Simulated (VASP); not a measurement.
Write the native input for VASP 6.6.1 that does the following.

```yaml
Task: single point
Functional: PBE
Potentials_or_basis: VASP PAW PBE potentials, release 64 (Mg, Cd, Se)
Cutoff: 520 eV
k_mesh: 6 × 6 × 2
Occupations: gaussian, width 0.1 eV
Spin: no spin polarisation
Dipole_correction: no
Further_INCAR_settings: ALGO = Normal; EDIFF = 1e-06; NBANDS = 26
```

The structure of Mg2CdSe3 lies in POSCAR:

```
Mg2CdSe3
1.0
    4.2895618137      0.0000000000      0.0000000000
   -2.1447809068      3.7148695018      0.0000000000
    0.0000000000      0.0000000000     10.4681049895
Mg Cd Se
2 1 3
Direct
    0.6666666667      0.3333333333      0.3350168604
    0.3333333333      0.6666666667      0.6624013943
    0.0000000000      0.0000000000      0.0019070983
    0.0000000000      0.0000000000      0.2576194979
    0.6666666667      0.3333333333      0.5831802257
    0.3333333333      0.6666666667      0.9098749233
```

The input as run:

INCAR

```
PREC = Accurate
ENCUT = 520
EDIFF = 1E-6
ISMEAR = 0
SIGMA = 0.1
LREAL = False
LASPH = True
NELM = 100
ALGO = Normal
ISIF = 2
LWAVE = False
LCHARG = True
GGA = PE
LELF = True
LVHAR = True
NBANDS = 26
```

KPOINTS

```
regular mesh
0
Gamma
  6 6 2
```

Potentials or basis: VASP PAW PBE potentials, release 64 (Mg, Cd, Se).

The run is started by

```console
$ cat potpaw_PBE.64/Mg/POTCAR potpaw_PBE.64/Cd/POTCAR potpaw_PBE.64/Se/POTCAR > POTCAR
$ mpirun -np 1 vasp_std > vasp.out
```

It gave:

| Item | Value |
| --- | --- |
| Pressure | 0.1 GPa |
| Largest force | 0.043 eV/Å |
| Band gap on the k mesh | 1.50 eV, direct |

It took 58 s on 1 thread of Intel(R) Xeon(R) Platinum 8259CL CPU @ 2.50GHz (Skylake/Cascade Lake) (shared host), peak memory 0.3 GiB.
